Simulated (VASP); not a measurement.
Te2Pt:

```
Te Pt
1.0
     3.97227    0.00000    0.00000
    -1.98614    3.44009    0.00000
     0.00000    0.00000    4.98914
Te Pt
2 1
Direct
  0.33333 0.66667 0.26706
  0.66667 0.33333 0.73294
  0.00000 0.00000 0.00000
```

This cell differs from its parent crystal: equal strain along all axes, cell held: -2.0 %.

| Quantity | Value |
| --- | --- |
| Program | VASP 6.6.1 |
| Task | relaxation of the atoms |
| Functional | PBE |
| Dispersion | D3(BJ) |
| Potentials or basis | VASP PAW PBE potentials, release 64 (Te, Pt) |
| Cutoff | 450 eV |
| k mesh | 12 × 12 × 8 |
| Occupations | gaussian, width 0.1 eV |
| Spin | no spin polarisation |

At the start: pressure 7.3 GPa; volume 22.73 Å³/atom.

Problem. Where does the relaxation end?

Solution. Over 3 steps the energy falls by 7.7 meV/atom; space group P-3m1 (No. 164, to 0.1 Å) before and after.

Step by step:
```csv
step,energy change (eV),largest force (eV/Å),pressure (GPa)
1,0.0000,0.5746,7.29
2,-0.0208,0.1790,6.01
3,-0.0231,0.0025,5.46
```

Final structure:
```cif
data_structure
_symmetry_space_group_name_H-M 'P 1'
_symmetry_Int_Tables_number 1
_cell_length_a 3.9723
_cell_length_b 3.9723
_cell_length_c 4.9891
_cell_angle_alpha 90.000
_cell_angle_beta 90.000
_cell_angle_gamma 120.000
_cell_volume 68.18
loop_
_atom_site_label
_atom_site_type_symbol
_atom_site_fract_x
_atom_site_fract_y
_atom_site_fract_z
_atom_site_occupancy
Te1 Te 0.33333 0.66667 0.27526 1
Te2 Te 0.66667 0.33333 0.72474 1
Pt1 Pt 0.00000 0.00000 0.00000 1
```

Caveat: the cell differs from its parent crystal (equal strain along all axes, cell held: -2.0 %).
